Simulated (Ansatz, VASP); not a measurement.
# BN: VASP beside Ansatz

The input INCAR:

```
PREC = Accurate
ENCUT = 520
EDIFF = 1E-6
ISMEAR = 0
SIGMA = 0.05
LREAL = F
LASPH = T
NELM = 100
ALGO = Normal
ISIF = 2
LWAVE = F
LCHARG = T
GGA = PE
LELF = T
LVHAR = T
NBANDS = 11
```

Contents of KPOINTS:

```
regular mesh
0
Gamma
  12 12 12
```

File POSCAR:

```
BN
1.0
    0.0000000000      1.7586109700      1.8401960150
    1.7586109700      0.0000000000      1.8401960150
    1.7586109700      1.7586109700      0.0000000000
B N
1 1
Direct
    0.0000000000      0.0000000000      0.0000000000
    0.7500000000      0.7500000000      0.7500000000
```

Input for Ansatz:

```yaml
crystal:
  lattice:
    - [0.0, 1.75861097, 1.840196015]
    - [1.75861097, 0.0, 1.840196015]
    - [1.75861097, 1.75861097, 0.0]
  atoms:
    - { symbol: B, position: [0.0, 0.0, 0.0] }
    - { symbol: "N", position: [0.75, 0.75, 0.75] }
basis:
  ecutwfc: 420
kpoints:
  mp_grid: { grid: [12, 12, 12] }
hamiltonian:
  xc: pbe
scf:
  occupations: { method: gaussian, width: 0.05 }
output:
  forces: true
  stress: true
  eigenvalues: true
```

Change from the starting cell: strain -0.030 along x and y, +0.015 along z, atoms carried along.

Alike in both runs: task single point; functional PBE; k mesh 12 × 12 × 12; occupations gaussian, width 0.05 eV; no spin polarisation.

```csv
,VASP,Ansatz
version,VASP 6.6.1,Ansatz 0.2.0
potentials or method,"VASP PAW PBE potentials, release 64 (B, N), cutoff 520 eV","scalar-relativistic, plane waves, PAW"
valence electrons in the cell,8,8
```

```csv
,VASP,Ansatz,Ansatz less VASP
gap on the k mesh at the Fermi level (eV),4.07,4.08,+0.010
least direct gap on the mesh (eV),8.74,8.75,+0.010
pressure (GPa),18.5,18.1,-0.39
"traceless stress, the component that is largest in VASP (GPa)",-20.50,-20.50,+0.008
```
